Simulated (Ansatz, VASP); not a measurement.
**Cu in VASP and in Ansatz**

The input INCAR:

```
PREC = Accurate
ENCUT = 520
EDIFF = 1E-6
ISMEAR = 0
SIGMA = 0.15
LREAL = False
LASPH = True
NELM = 100
ALGO = Normal
ISIF = 2
LWAVE = False
LCHARG = False
GGA = PS
NBANDS = 12
```

Contents of KPOINTS:

```
regular mesh
0
Gamma
  22 22 22
```

The input POSCAR:

```
Cu
1.0
    0.0000000000      1.8526875000      1.7171250000
    1.8526875000      0.0000000000      1.7171250000
    1.8526875000      1.8526875000      0.0000000000
Cu
1
Direct
    0.0000000000      0.0000000000      0.0000000000
```

Input for Ansatz:

```yaml
crystal:
  lattice:
    - [0.0, 1.8526875, 1.717125]
    - [1.8526875, 0.0, 1.717125]
    - [1.8526875, 1.8526875, 0.0]
  atoms:
    - { symbol: Cu, position: [0.0, 0.0, 0.0] }
basis:
  ecutwfc: 420
kpoints:
  mp_grid: { grid: [22, 22, 22] }
hamiltonian:
  xc: pbesol
scf:
  occupations: { method: gaussian, width: 0.15 }
output:
  forces: true
  stress: true
  eigenvalues: true
```

Change from the starting cell: strain +0.025 along x and y, -0.050 along z, atoms carried along.

Alike in both runs: task single point; functional PBEsol; k mesh 22 × 22 × 22; occupations gaussian, width 0.15 eV; no spin polarisation.

|  | VASP | Ansatz |
| --- | --- | --- |
| version | VASP 6.6.1 | Ansatz 0.2.0 |
| potentials or method | VASP PAW PBE potentials, release 64 (Cu), cutoff 520 eV | scalar-relativistic, plane waves, PAW |
| valence electrons in the cell | 11 | 19 |

Ansatz gave:

```
gap on the k mesh at the Fermi level (eV)                     : none
pressure (GPa)                                                : -6.1
traceless stress, the component that is largest in VASP (GPa) : 2.20
```

Problem. Estimate VASP's values.

Solution. gap on the k mesh at the Fermi level (eV): none; pressure (GPa): -5.4; traceless stress, the component that is largest in VASP (GPa): 2.19.

VASP's potentials were made for PBE, not for PBEsol. A gap of «none» marks a metal or a gap that the smearing closes. The functional is the same, so the differences come from potentials, cutoffs and numerics. VASP's potentials hold 11 valence electrons a cell and Ansatz's 19, so a difference there can come from the potentials and not from the codes.
